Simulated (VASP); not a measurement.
# Sr: single point with r2SCAN0

Crystal: Sr.

```xyz
2
Lattice="4.3133 0.0000 0.0000 -2.1567 3.7355 0.0000 0.0000 0.0000 7.1017" Properties=species:S:1:pos:R:3 pbc="T T T"
Sr    0.0000    2.4903    1.7754
Sr    2.1567    1.2452    5.3263
```

This isn't the form of Sr at room conditions, which is fcc.

```yaml
Program: VASP 6.6.1
Task: single point
Functional: r2SCAN0
Potentials_or_basis: VASP PAW PBE potentials, release 64 (Sr_sv)
Cutoff: 520 eV
k_mesh: 5 × 5 × 3
Occupations: fermi-dirac, width 0.1 eV
Spin: no spin polarisation
```

The pressure is 0.4 GPa and the band gap on the k mesh is zero (bands 10 and 11 overlap by 0.92 eV).

Stress tensor (GPa, compression positive):
```
0.53 0.00 0.00
0.00 0.53 0.00
0.00 0.00 0.21
```

Levels at points of the mesh, in eV from the Fermi level:
```tsv
k point	band 6	band 7	band 8	band 9	band 10	band 11	band 12	band 13	band 14	band 15
(0.00, 0.00, 0.00)	-21.25	-21.25	-21.25	-4.89	-1.56	-0.64	3.31	3.33	3.33	3.79
```

Wall time 51 min on 1 thread of Intel(R) Xeon(R) Platinum 8375C CPU @ 2.90GHz (Ice Lake) (shared host), peak memory 0.28 GiB.

Caveat: the PAW data sets were made with another functional, which shifts forces and pressure a little.
